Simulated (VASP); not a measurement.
Write the native input for VASP 6.6.1 that does the following.

```
Task                   : single point
Functional             : LDA
Potentials or basis    : VASP PAW LDA potentials, release 64 (As)
Cutoff                 : 520 eV
k mesh                 : 8 × 8 × 4
Occupations            : methfessel-paxton, width 0.1 eV
Spin                   : no spin polarisation
Dipole correction      : no
Further INCAR settings : ALGO = Normal; EDIFF = 1e-06; NBANDS = 12
```

The structure of As lies in POSCAR:

```
As
1.0
    2.9139356811      0.0000000000      0.0000000000
   -1.4569678406      2.5235423248      0.0000000000
    0.0000000000      0.0000000000      4.9160840413
As
2
Direct
    0.3333333333      0.6666666667      0.2500000000
    0.6666666667      0.3333333333      0.7500000000
```

These files were run (other wordings do the same):

INCAR

```
ALGO = Normal
EDIFF = 1E-6
ENCUT = 520
ISIF = 2
ISMEAR = 1
LASPH = True
LCHARG = False
LREAL = False
LWAVE = False
NBANDS = 12
NELM = 60
PREC = Accurate
SIGMA = 0.1
```

KPOINTS

```
k-points
0
Gamma
  8 8 4
```

Potentials or basis: VASP PAW LDA potentials, release 64 (As).

Launch:

```sh
$ cat potpaw_LDA.64/As/POTCAR > POTCAR
$ mpirun -np 1 vasp_std > vasp.out
```

It gave:

| Item | Value |
| --- | --- |
| Pressure | 0.4 GPa |
| Band gap on the k mesh | zero (band 5 reaches 12.59 eV, above the bottom of band 6 at 4.10 eV) |

Wall time 18 s on 1 thread of AMD EPYC 7R13, on a shared host, peak memory 0.11 GiB.
